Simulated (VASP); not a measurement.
## Li2O: electric field gradients with PBEsol

Crystal: Li2O.

```
Li O
1.0
     0.00000    2.33259    2.30950
     2.33259    0.00000    2.30950
     2.33259    2.33259    0.00000
Li O
2 1
Cartesian
  1.1663 1.1663 1.1547
  3.4989 3.4989 3.4642
  0.0000 0.0000 0.0000
```

This cell differs from its parent crystal: equal xx and yy strain of +1 %.

- Program: VASP 6.6.1
- Task: electric field gradients
- Functional: PBEsol
- Potentials or basis: VASP PAW PBE potentials, release 64 (Li_sv, O)
- Cutoff: 650 eV
- k mesh: 9 × 9 × 9
- Occupations: fermi-dirac, width 0.03 eV
- Spin: no spin polarisation
- Dipole correction: no
- Further INCAR settings: ALGO = Normal; EDIFF = 1e-08; NBANDS = 13

| Quantity | Value |
| --- | --- |
| Pressure | -3.7 GPa |
| Band gap on the k mesh | 4.85 eV, indirect (least direct gap 5.00 eV) |

Stress tensor (GPa, compression positive):
```
-4.27  0.00  0.00
 0.00 -4.27  0.00
 0.00  0.00 -2.48
```

Levels at points of the mesh, in eV from the valence-band top:
```
           k point  band 3  band 4  band 5  band 6  band 7  band 8  band 9  band 10
(0.00, 0.00, 0.00)  -15.34   -0.03   -0.03    0.00    5.00   11.61   11.71    11.71
```

Electric field gradients, principal values (V/Å²):
```
atom   least  middle  greatest (by size)
1 Li  -0.075  -0.075               0.150
2 Li  -0.075  -0.075               0.150
 3 O   0.335   0.337              -0.672
```

It took 28 s on 1 thread of Intel(R) Xeon(R) 6975P-C (Granite Rapids), with other jobs on the host, peak memory 0.16 GiB.

Caveat: the cell differs from its parent crystal (equal xx and yy strain of +1 %); without QUAD_EFG the Cq values of the log hold for a quadrupole moment of 1 mb, not for the nuclei; the PAW data sets were made with another functional, which shifts forces and pressure a little. A k mesh can miss the band edges.
